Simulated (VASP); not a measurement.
# Y3AlN4 (P-43m) in VASP: further runs

Runs on Y3AlN4. Level: PBE. Tasks: relaxation of cell and atoms.

All numbers are computed with VASP 6.6.1; they aren't measurements. Logs are shortened: lines on timing, memory, paths and dates and some standing lists are left out, and cuts for length are marked.

## Step 1: The cell of the first run

Symmetry: P-43m, No. 215, cubic system. Conventional cell: a = 5.040 Å, b = 5.040 Å, c = 5.040 Å, α = 90.00°, β = 90.00°, γ = 90.00°. Y (site symmetry -42m) has 4 N at 2.18 Å within 2.9 Å. Within 2.9 Å of Al (site symmetry -43m) lie 4 N at 2.18 Å. N (site symmetry 3m) has 3 Y at 2.18 Å and 1 Al at 2.18 Å within 2.9 Å.

## Step 2: Relaxation of cell and atoms, PBE

INCAR

```
SYSTEM = Y3AlN4
PREC = Accurate
ENCUT = 600
EDIFF = 1E-7
ISMEAR = 0
SIGMA = 0.1
LREAL = .False.
LASPH = .True.
NELM = 60
ALGO = Normal
ISIF = 3
LWAVE = .False.
LCHARG = .False.
GGA = PE
IBRION = 2
NSW = 90
EDIFFG = -0.04
```

KPOINTS

```
Automatic mesh
0
Gamma
  4 4 4
  0 0 0
```

POSCAR

```
Y3AlN4
1.0
    5.0398178000      0.0000000000      0.0000000000
    0.0000000000      5.0398178000      0.0000000000
    0.0000000000      0.0000000000      5.0398178000
Y Al N
3 1 4
Direct
    0.5000000000      0.0000000000      0.0000000000
    0.0000000000      0.0000000000      0.5000000000
    0.0000000000      0.5000000000      0.0000000000
    0.5000000000      0.5000000000      0.5000000000
    0.7500000000      0.2500000000      0.7500000000
    0.7500000000      0.7500000000      0.2500000000
    0.2500000000      0.2500000000      0.2500000000
    0.2500000000      0.7500000000      0.7500000000
```

Potentials or basis: VASP PAW PBE potentials, release 64 (Y_sv, Al, N).

Command:

```bash
$ cat potpaw_PBE.64/Y_sv/POTCAR potpaw_PBE.64/Al/POTCAR potpaw_PBE.64/N/POTCAR > POTCAR
$ mpirun -np 1 vasp_std > vasp.out
```

OUTCAR:

```text
SYSTEM = Y3AlN4
   PREC = Accurate
   ENCUT = 600
   EDIFF = 1E-7
   ISMEAR = 0
   LREAL = .False.
   LASPH = .True.
   NELM = 60
   ISIF = 3
   GGA = PE
   IBRION = 2
   NSW = 90
   EDIFFG = -0.04

 ion  position               nearest neighbor table
   1  0.500  0.000  0.000-   5 2.18   6 2.18   7 2.18   8 2.18   3 3.56   4 3.56   2 3.56   2 3.56
                             4 3.56   3 3.56   4 3.56   4 3.56   2 3.56   3 3.56   2 3.56   3 3.56
   2  0.000  0.000  0.500-   5 2.18   6 2.18   7 2.18   8 2.18   3 3.56   4 3.56   1 3.56   1 3.56
                             3 3.56   3 3.56   4 3.56   3 3.56   1 3.56   4 3.56   1 3.56   4 3.56
   3  0.000  0.500  0.000-   5 2.18   6 2.18   7 2.18   8 2.18   2 3.56   4 3.56   1 3.56   2 3.56
                             4 3.56   1 3.56   2 3.56   2 3.56   1 3.56   4 3.56   4 3.56   1 3.56
   4  0.500  0.500  0.500-   5 2.18   6 2.18   7 2.18   8 2.18   2 3.56   3 3.56   1 3.56   1 3.56
                             3 3.56   1 3.56   2 3.56   1 3.56   2 3.56   3 3.56   3 3.56   2 3.56
   5  0.750  0.250  0.750-   1 2.18   2 2.18   3 2.18   4 2.18
   6  0.750  0.750  0.250-   1 2.18   2 2.18   3 2.18   4 2.18
   7  0.250  0.250  0.250-   1 2.18   2 2.18   3 2.18   4 2.18
   8  0.250  0.750  0.750-   1 2.18   2 2.18   3 2.18   4 2.18

  LATTYP: Found a simple cubic cell.
 ALAT       =     5.0398178000

  Lattice vectors:

 A1 = (   5.0398178000,   0.0000000000,   0.0000000000)
 A2 = (   0.0000000000,   5.0398178000,   0.0000000000)
 A3 = (   0.0000000000,   0.0000000000,   5.0398178000)

Analysis of symmetry for initial positions (statically):
=====================================================================
 Subroutine PRICEL returns:
 Original cell was already a primitive cell.

 Routine SETGRP: Setting up the symmetry group for a
 simple cubic supercell.

 Subroutine GETGRP returns: Found 24 space group operations
 (whereof 24 operations were pure point group operations)
 out of a pool of 48 trial point group operations.

The static configuration has the point symmetry T_d .

Analysis of symmetry for dynamics (positions and initial velocities):
=====================================================================
 Subroutine PRICEL returns:
 Original cell was already a primitive cell.

 Routine SETGRP: Setting up the symmetry group for a
 simple cubic supercell.

 Subroutine GETGRP returns: Found 24 space group operations
 (whereof 24 operations were pure point group operations)
 out of a pool of 48 trial point group operations.

The dynamic configuration has the point symmetry T_d .

 Subroutine INISYM returns: Found 24 space group operations
 (whereof 24 operations are pure point group operations),
 and found     1 'primitive' translations

[... 102 lines left out ...]
   NELECT =      56.0000    total number of electrons
   NUPDOWN=      -1.0000    fix difference up-down
   EMIN   =  10.00;   EMAX   =-10.00  energy-range for DOS
   EFERMI =   0.00;   METHOD = LEGACY
   ISMEAR =     0;   SIGMA  =   0.10  broadening in eV -4-tet -1-fermi 0-gaus
   EFERMI_NEDOS =   21; number of points for ismear=-14 and -15
   IALGO  =     38    algorithm
   IMIX   =      4    mixing-type and parameters
     AMIX     =   0.40;   BMIX     =  1.00
     AMIX_MAG =   1.60;   BMIX_MAG =  1.00
  volume/ion in A,a.u.               =      16.00       107.98
  Fermi-wavevector in a.u.,A,eV,Ry     =   1.242766  2.348487 21.013751  1.544467
  Thomas-Fermi vector in A             =   2.377106
   LORBIT       =      0    0 simple, 1 ext, 2 COOP (PROOUT), +10 PAW based schemes
   GGA     = PE    functional components
   LHFCALC =     F    Hartree Fock is set to
   AEXX    =    0.0000 exact exchange contribution
   IVDW    =     0    specifies the selected vdW correction
   LEPSILON=     F    determine dielectric tensor
   LRPA    =     F    only Hartree local field effects (RPA)
 conjugate gradient relaxation of ions
 non-spin polarized calculation
 Gauss-broadening in eV      SIGMA  =   0.10
  energy-cutoff  :      600.00
  volume of cell :      128.01
 maximum number of plane-waves:      4337
   NGX = 21   NGY = 21   NGZ = 21

--------------------------------------- Ionic step        1  -------------------------------------------

 number of electron      56.0000012 magnetization

 Free energy of the ion-electron system (eV)
  ---------------------------------------------------
  ext. energy  EPLUGINS =         0.00000000
  ---------------------------------------------------
  free energy    TOTEN  =       -65.64246715 eV

  energy without entropy =      -65.64246715  energy(sigma->0) =      -65.64246715

------------------------ aborting loop because EDIFF is reached ----------------------------------------

  FORCE on cell =-STRESS in cart. coord.  units (eV):
  Direction    XX          YY          ZZ          XY          YZ          ZX
  --------------------------------------------------------------------------------------
  -------------------------------------------------------------------------------------
  Total        5.3277659      5.3277659      5.3277659      0.0000000      0.0000000     -0.0000000
  in kB       66.6823978     66.6823978     66.6823978      0.0000000      0.0000000     -0.0000000
  external PRESSURE =      66.6823978 kB  Pullay stress =       0.0000000 kB
[... 71 lines left out ...]
--------------------------------------- Ionic step        3  -------------------------------------------

 number of electron      55.9999992 magnetization

 E-fermi :   3.1047     XC(G=0):  -9.8277

 val. band max:        2.6646473385   @ k =   0.0000   0.0000   0.0000
 cond. band min:       3.5514383741   @ k =   0.0000   0.0000   0.0000
 fundamental gap:      0.8867910356
 Fermi energy:         3.1047212838

 k-point     1 :       0.0000    0.0000    0.0000
  band No.  band energies     occupation
      1     -37.8782      2.00000
      2     -37.8142      2.00000
      3     -37.8142      2.00000
      4     -18.3549      2.00000
      5     -18.3549      2.00000
      6     -18.3549      2.00000
[... 516 lines left out ...]
--------------------------------------- Ionic step        7  -------------------------------------------

 number of electron      56.0000007 magnetization

 Free energy of the ion-electron system (eV)
  ---------------------------------------------------
  ext. energy  EPLUGINS =         0.00000000
  ---------------------------------------------------
  free energy    TOTEN  =       -66.79953682 eV

  energy without entropy =      -66.79953680  energy(sigma->0) =      -66.79953681

 E-fermi :   3.6140     XC(G=0): -10.1326

 val. band max:        3.2574084252   @ k =   0.0000   0.0000   0.0000
 cond. band min:       3.9554130300   @ k =   0.0000   0.0000   0.0000
 fundamental gap:      0.6980046048
 Fermi energy:         3.6140125748

 k-point     1 :       0.0000    0.0000    0.0000
  band No.  band energies     occupation
      1     -37.3862      2.00000
      2     -37.3014      2.00000
      3     -37.3014      2.00000
      4     -17.9480      2.00000
      5     -17.9480      2.00000
      6     -17.9480      2.00000
[... 384 lines left out ...]
  FREE ENERGIE OF THE ION-ELECTRON SYSTEM (eV)
  ---------------------------------------------------
  free  energy   TOTEN  =       -66.7995368153 eV

  energy  without entropy=      -66.7995367997  energy(sigma->0) =      -66.79953681

 reached required accuracy - stopping structural energy minimisation
```

CONTCAR:

```text
Y3AlN4
   1.00000000000000
     5.0587350206629766   -0.0000000000000000   -0.0000000000000000
     0.0000000000000000    5.0587350206629766    0.0000000000000000
    -0.0000000000000000    0.0000000000000000    5.0587350206629766
  Y               Al              N
     3     1     4
Direct
     0.5000000000000000    0.0000000000000000    0.0000000000000000
     0.0000000000000000    0.0000000000000000    0.5000000000000000
     0.0000000000000000    0.5000000000000000    0.0000000000000000
     0.5000000000000000    0.5000000000000000    0.5000000000000000
     0.7274070907643250    0.2725929092356752    0.7274070907643250
     0.7274070907643250    0.7274070907643250    0.2725929092356752
     0.2725929092356752    0.2725929092356752    0.2725929092356752
     0.2725929092356752    0.7274070907643250    0.7274070907643250

  0.00000000E+00  0.00000000E+00  0.00000000E+00
  0.00000000E+00  0.00000000E+00  0.00000000E+00
  0.00000000E+00  0.00000000E+00  0.00000000E+00
  0.00000000E+00  0.00000000E+00  0.00000000E+00
  0.00000000E+00  0.00000000E+00  0.00000000E+00
  0.00000000E+00  0.00000000E+00  0.00000000E+00
  0.00000000E+00  0.00000000E+00  0.00000000E+00
  0.00000000E+00  0.00000000E+00  0.00000000E+00
```

Run time: 10 min. Hardware: 1 thread of AMD EPYC 7R13, shared host; peak memory 0.25 GiB.

Results:

| Item | Value |
| --- | --- |
| Free energy | -66.7995 eV |
| Relaxed volume | 16.18 Å³/atom |
| Relaxed cell | a = 5.059 Å, b = 5.059 Å, c = 5.059 Å, α = 90.00°, β = 90.00°, γ = 90.00° |
| Space group after relaxing (to 0.1 Å) | P-43m (No. 215) |
| Energy gained by relaxing | 144.6 meV/atom |
| Ionic steps | 7 |
| Pressure after relaxing | 0.0 GPa |
| Band gap on the k mesh | 0.70 eV |

Step by step:
| step | energy change (eV) | largest force (eV/Å) | pressure (GPa) | volume (Å³) |
| --- | --- | --- | --- | --- |
| 1 | 0.0000 | 2.6377 | 6.67 | 128.01 |
| 2 | -0.7427 | 0.6888 | -7.87 | 140.75 |
| 3 | -0.7662 | 0.9692 | -6.11 | 138.72 |
| 4 | -1.1504 | 0.0296 | -1.41 | 130.92 |
| 5 | -1.1524 | 0.1288 | -0.98 | 130.37 |
| 6 | -1.1555 | 0.0854 | 0.52 | 128.94 |
| 7 | -1.1571 | 0.0070 | -0.04 | 129.46 |

Final structure:
```
CELL_PARAMETERS angstrom
5.05874 0.00000 0.00000
0.00000 5.05874 0.00000
0.00000 0.00000 5.05874
ATOMIC_POSITIONS crystal
Y 0.50000 0.00000 0.00000
Y 0.00000 0.00000 0.50000
Y 0.00000 0.50000 0.00000
Al 0.50000 0.50000 0.50000
N 0.72741 0.27259 0.72741
N 0.72741 0.72741 0.27259
N 0.27259 0.27259 0.27259
N 0.27259 0.72741 0.72741
```

Levels at points of the mesh, in eV from the valence-band top:
```csv
k point,band 24,band 25,band 26,band 27,band 28,band 29,band 30,band 31,band 32,band 33
"(0.00, 0.00, 0.00)",-1.57,-1.57,0.00,0.00,0.00,0.70,2.62,2.62,2.62,3.64
"(0.50, 0.00, 0.00)",-1.22,-0.90,-0.90,-0.44,-0.44,2.27,2.27,2.53,2.94,3.52
"(0.50, 0.50, 0.00)",-1.31,-1.21,-1.02,-1.02,-0.86,3.02,3.18,3.18,3.58,4.54
"(0.50, 0.50, 0.50)",-1.12,-1.12,-1.07,-1.07,-1.07,3.06,4.24,4.24,4.24,5.38
```

Caveat: semilocal functionals underestimate gaps, and a narrow one can read as zero.

## Step 3: Relaxation of cell and atoms, PBE

This run uses another cell than the first one, of 16.20 Å³/atom.

INCAR

```
SYSTEM = Y3AlN4
PREC = Accurate
ENCUT = 600
EDIFF = 1E-6
ISMEAR = 0
SIGMA = 0.02
LREAL = .False.
LASPH = .True.
NELM = 60
ALGO = Normal
ISIF = 3
LWAVE = .False.
LCHARG = .False.
GGA = PE
IBRION = 2
NSW = 100
EDIFFG = -0.01
```

KPOINTS

```
Automatic mesh
0
Gamma
  6 6 6
  0 0 0
```

POSCAR

```
Y3AlN4
1.0
    5.0605583148      0.0000000000      0.0000000000
    0.0000000000      5.0605583148      0.0000000000
    0.0000000000      0.0000000000      5.0605583148
Y Al N
3 1 4
Direct
    0.5000000000      0.0000000000      0.0000000000
    0.0000000000      0.0000000000      0.5000000000
    0.0000000000      0.5000000000      0.0000000000
    0.5000000000      0.5000000000      0.5000000000
    0.7274156383      0.2725843617      0.7274156383
    0.7274156383      0.7274156383      0.2725843617
    0.2725843617      0.2725843617      0.2725843617
    0.2725843617      0.7274156383      0.7274156383
```

Potentials or basis: VASP PAW PBE potentials, release 64 (Y_sv, Al, N).

Command:

```bash
$ cat potpaw_PBE.64/Y_sv/POTCAR potpaw_PBE.64/Al/POTCAR potpaw_PBE.64/N/POTCAR > POTCAR
$ mpirun -np 1 vasp_std > vasp.out
```

Wall time 6.6 min (1 thread of AMD EPYC 7R13, shared host); peak memory 0.28 GiB.

The run converged. Its results:

```yaml
Free_energy: -66.8013 eV
Relaxed_volume: 16.18 Å³/atom
Relaxed_cell: a = 5.058 Å, b = 5.058 Å, c = 5.058 Å, α = 90.00°, β = 90.00°, γ = 90.00°
Space_group_after_relaxing_to_0.1_Å: P-43m (No. 215)
Energy_gained_by_relaxing: 0.0 meV/atom
Ionic_steps: 3
Pressure_after_relaxing: 0.0 GPa
Largest_force_after_relaxing: 0.006 eV/Å
Band_gap_on_the_k_mesh: 0.70 eV
```

Forces in eV/Å, atoms in the order of the input:
```
Y    0.000  0.000  0.000
Y    0.000  0.000  0.000
Y    0.000  0.000  0.000
Al   0.000  0.000  0.000
N   -0.004  0.004 -0.004
N   -0.004 -0.004  0.004
N    0.004  0.004  0.004
N    0.004 -0.004 -0.004
```

Step by step:
| step | energy change (eV) | largest force (eV/Å) | pressure (GPa) | volume (Å³) |
| --- | --- | --- | --- | --- |
| 1 | 0.0000 | 0.0063 | -0.18 | 129.60 |
| 2 | 0.0000 | 0.0071 | 0.15 | 129.26 |
| 3 | -0.0001 | 0.0063 | 0.00 | 129.42 |

Final structure:
```
CELL_PARAMETERS angstrom
5.05820 0.00000 0.00000
0.00000 5.05820 0.00000
0.00000 0.00000 5.05820
ATOMIC_POSITIONS crystal
Y 0.50000 0.00000 0.00000
Y 0.00000 0.00000 0.50000
Y 0.00000 0.50000 0.00000
Al 0.50000 0.50000 0.50000
N 0.72740 0.27260 0.72740
N 0.72740 0.72740 0.27260
N 0.27260 0.27260 0.27260
N 0.27260 0.72740 0.72740
```

Levels at points of the mesh, in eV from the valence-band top:
| k point | band 26 | band 27 | band 28 | band 29 | band 30 | band 31 |
| --- | --- | --- | --- | --- | --- | --- |
| (0.00, 0.00, 0.00) | 0.00 | 0.00 | 0.00 | 0.70 | 2.62 | 2.62 |
| (0.50, 0.00, 0.00) | -0.90 | -0.44 | -0.44 | 2.27 | 2.27 | 2.53 |
| (0.50, 0.50, 0.00) | -1.02 | -1.02 | -0.86 | 3.02 | 3.18 | 3.18 |
| (0.50, 0.50, 0.50) | -1.07 | -1.07 | -1.07 | 3.06 | 4.24 | 4.24 |

Caveat: semilocal functionals underestimate gaps, and a narrow one can read as zero.
